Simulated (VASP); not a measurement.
# Zr3S: single point with PBE

The system is Zr3S.

```
Zr S
1.0
     4.25014    0.00000    0.00000
     0.00000    4.25014    0.00000
     0.00000    0.00000    4.25014
Zr S
3 1
Direct
  0.00000 0.50000 0.50000
  0.50000 0.00000 0.50000
  0.50000 0.50000 0.00000
  0.00000 0.00000 0.00000
```

```json
{"Program": "VASP 6.6.1", "Task": "single point", "Functional": "PBE", "Potentials or basis": "VASP PAW PBE potentials, release 64 (Zr_sv, S)", "Cutoff": "520 eV", "k mesh": "4 × 4 × 4", "Occupations": "gaussian, width 0.1 eV", "Spin": "no spin polarisation", "Dipole correction": "no", "Further INCAR settings": "ALGO = Normal; EDIFF = 1e-06; NBANDS = 29"}
```

```
Pressure               : 0.1 GPa
Band gap on the k mesh : zero (band 21 reaches 11.03 eV, above the bottom of band 22 at 8.25 eV)
```

Levels at points of the mesh, in eV from the Fermi level:
```
           k point  band 17  band 18  band 19  band 20  band 21  band 22  band 23  band 24  band 25  band 26
(0.00, 0.00, 0.00)    -4.40    -2.91    -2.91    -2.36    -2.36    -2.36    -0.82     1.99     1.99     1.99
(0.50, 0.00, 0.00)    -2.83    -1.62    -1.08     0.04     0.23     0.39     0.39     0.46     1.29     1.29
(0.50, 0.50, 0.00)    -1.14    -1.08    -1.08    -0.67     0.43     0.43     1.08     1.55     1.62     1.62
(0.50, 0.50, 0.50)    -2.90    -2.90    -2.90     0.14     0.38     0.38     0.38     1.78     1.78     1.78
```

It took 9.4 s on 1 thread of Intel(R) Xeon(R) 6975P-C (Granite Rapids), on a shared host, peak memory 0.17 GiB.

Caveat: the k points lie up to 0.37 Å⁻¹ apart.
